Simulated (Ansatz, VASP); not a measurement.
**NaF: VASP beside Ansatz**

```
Na F
1.0
     0.00000    2.34974    2.34974
     2.34974    0.00000    2.34974
     2.34974    2.34974    0.00000
Na F
1 1
Direct
  0.00000 0.00000 0.00000
  0.50000 0.50000 0.50000
```

Alike in both runs: functional PBE; k mesh 8 × 8 × 8; occupations gaussian, width 0.02 eV; no spin polarisation.

Ansatz relaxed the structure, and its values are those at the end. VASP's run is a single point on that final structure, the one shown.

```csv
,VASP,Ansatz
version,VASP 6.6.1,Ansatz 0.2.0
potentials or method,"VASP PAW PBE potentials, release 64 (Na_pv, F), cutoff 520 eV","scalar-relativistic, plane waves, PAW"
valence electrons in the cell,14,16
```

```tsv
	VASP	Ansatz	Ansatz less VASP
gap on the k mesh at the Fermi level (eV)	6.08	6.09	+0.015
least direct gap on the mesh (eV)	6.08	6.09	+0.015
pressure (GPa)	-0.1	0.0	+0.14
```

With one functional, cell and mesh, what is left measures potentials, basis and numerics. VASP's potentials hold 14 valence electrons a cell and Ansatz's 16, so a difference there can come from the potentials and not from the codes.
